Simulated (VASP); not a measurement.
The system is AlN.

```
CELL_PARAMETERS angstrom
2.63998 0.00000 0.00000
0.00000 2.63998 0.00000
0.00000 0.00000 3.63352
ATOMIC_POSITIONS crystal
Al 0.50000 0.50000 0.74616
N 0.50000 0.50000 0.24799
```

| Quantity | Value |
| --- | --- |
| Program | VASP 6.6.1 |
| Task | relaxation of cell and atoms |
| Functional | PBE |
| Potentials or basis | VASP PAW PBE potentials, release 64 (Al, N) |
| Cutoff | 600 eV |
| k mesh | 5 × 5 × 4 |
| Occupations | gaussian, width 0.15 eV |
| Spin | no spin polarisation |

At the start: pressure 8.2 GPa; volume 12.66 Å³/atom.

Where does the relaxation end?

Over 23 steps the energy falls by 462.1 meV/atom and the volume is 20.83 Å³/atom (+64.5 %); space group P4/mmm (No. 123, to 0.05 Å).

The path:
```
step  energy change (eV)  largest force (eV/Å)  pressure (GPa)  volume (Å³)
   1              0.0000                0.1996            8.24        25.32
   2             -0.1675                0.3960            3.20        27.76
   3             -0.5445                2.5900           -2.93        35.59
   4              0.3897               11.4666            0.13        53.44
   5             -0.6090                3.1403           -3.10        37.86
   6             -0.4560                6.5089           -2.57        45.57
   7             -0.6303                3.8309           -3.31        39.76
   8             -0.6763                3.7118           -3.47        40.48
   9             -0.7808                3.2890           -3.47        42.65
  10             -0.7967                2.0375           -2.14        47.04
  11             -0.8228                2.7436           -2.91        44.89
  12             -0.8613                2.0193           -2.97        44.44
  13             -0.9137                0.0911           -2.65        43.11
  14             -0.9139                0.2180           -2.60        43.03
  15             -0.9186                0.2331           -1.73        42.76
  16             -0.9214                0.2555           -0.45        42.38
  17             -0.9215                0.2583           -0.31        42.33
  18             -0.9223                0.0834           -0.27        42.26
  19             -0.9227                0.1001           -0.22        42.18
  20             -0.9231                0.0858           -0.33        42.13
  21             -0.9236                0.0441           -0.64        41.96
  22             -0.9239                0.0032           -0.44        41.84
  23             -0.9242                0.0716           -0.16        41.66
```

Final structure:
```
Al N
1.0
     3.51014    0.00000    0.00000
     0.00000    3.51014    0.00000
     0.00000    0.00000    3.38106
Al N
1 1
Direct
  0.50000 0.50000 0.74689
  0.50000 0.50000 0.24726
```

Caveat: the k points lie up to 0.46 Å⁻¹ apart in the final cell; the volume moved by over 15 % at a fixed basis, so the end points are rough; the relaxation stopped at a loose force limit of 0.08 eV/Å, so its end isn't a converged minimum.
